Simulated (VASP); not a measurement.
Set up this calculation in VASP 6.6.1, as the native input.

- Task: single point
- Functional: HSE06
- Potentials or basis: VASP PAW PBE potentials, release 64 (C)
- Cutoff: 520 eV
- k mesh: 8 × 8 × 8
- Occupations: gaussian, width 0.01 eV
- Spin: no spin polarisation
- Dipole correction: no
- Grid for exact exchange (PRECFOCK): Normal
- Further INCAR settings: ALGO = Normal; EDIFF = 1e-06; NBANDS = 11
- Screening parameter: 0.2079 1/Å

C:

```
C
1.0
     0.00000    1.80683    1.80683
     1.80683    0.00000    1.80683
     1.80683    1.80683    0.00000
C
2
Direct
  0.00000 0.00000 0.00000
  0.25000 0.25000 0.25000
```

This cell differs from its parent crystal: strain +1.5%.

The input as run:

POSCAR

```
C
1.0
    0.0000000000      1.8068260032      1.8068260032
    1.8068260032      0.0000000000      1.8068260032
    1.8068260032      1.8068260032      0.0000000000
C
2
Direct
    0.0000000000      0.0000000000      0.0000000000
    0.2500000000      0.2500000000      0.2500000000
```

INCAR.step1

```
PREC = Accurate
ENCUT = 520
EDIFF = 1E-5
ISMEAR = 0
SIGMA = 0.01
LREAL = F
LASPH = T
NELM = 60
ALGO = Normal
ISIF = 2
LWAVE = T
LCHARG = F
GGA = PE
NBANDS = 11
```

INCAR.step2

```
PREC = Accurate
ENCUT = 520
EDIFF = 1E-6
ISMEAR = 0
SIGMA = 0.01
LREAL = F
LASPH = T
NELM = 60
ALGO = Normal
ISIF = 2
LWAVE = F
LCHARG = F
GGA = PE
LHFCALC = T
HFSCREEN = 0.2079
PRECFOCK = Normal
ISTART = 1
NBANDS = 11
```

KPOINTS

```
regular mesh
0
Gamma
  8 8 8
```

Potentials or basis: VASP PAW PBE potentials, release 64 (C).

The run is started by

```console
$ cat potpaw_PBE.64/C/POTCAR > POTCAR
$ cp INCAR.step1 INCAR
$ mpirun -np 1 vasp_std > vasp.out
$ cp INCAR.step2 INCAR
$ mpirun -np 1 vasp_std > vasp.out
```

Results of the run:

| Quantity | Value |
| --- | --- |
| Pressure | -23.5 GPa |
| Band gap on the k mesh | 5.18 eV, indirect (least direct gap 6.85 eV) |

Caveat: the cell differs from its parent crystal (strain +1.5%); the PAW data sets were made with another functional, which shifts forces and pressure a little.

Run time: 13 min on 1 thread of Intel(R) Xeon(R) Platinum 8259CL CPU @ 2.50GHz (Skylake/Cascade Lake), on a shared host, peak memory 0.22 GiB.
